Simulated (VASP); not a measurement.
A run of VASP 6.6.1 is set up as follows.

File INCAR:

```
SYSTEM = TePb
PREC = Accurate
ENCUT = 520
EDIFF = 1E-6
ISMEAR = -1
SIGMA = 0.1
LREAL = .False.
LASPH = .True.
NELM = 100
ALGO = Normal
ISIF = 2
LWAVE = .False.
LCHARG = .True.
GGA = PE
LELF = .True.
LVHAR = .True.
NBANDS = 28
```

KPOINTS

```
Automatic mesh
0
Gamma
  9 9 5
  0 0 0
```

File POSCAR:

```
TePb
1.0
    5.1950581048      0.0000000000      0.0000000000
   -2.5975290524      4.4990522929      0.0000000000
    0.0000000000      0.0000000000      6.2354174842
Pb Te
2 2
Direct
    0.3333333333      0.6666666667     -0.0619996706
    0.6666666667      0.3333333333      0.4380003294
    0.3333333333      0.6666666667      0.4379996706
    0.6666666667      0.3333333333      0.9379996706
```

Potentials or basis: VASP PAW PBE potentials, release 64 (Pb_d, Te).

Run with:

```sh
$ cat potpaw_PBE.64/Pb_d/POTCAR potpaw_PBE.64/Te/POTCAR > POTCAR
$ mpirun -np 1 vasp_std > vasp.out
```

(1) Predict the pressure.

(2) What does it give for the band gap on the k mesh?

Answers

(1) 8.2 GPa.

(2) 0.94 eV (least direct gap 1.45 eV).

Caveat: the cell stands under pressure; spin-orbit coupling is left out, which moves the levels of the heavy elements.
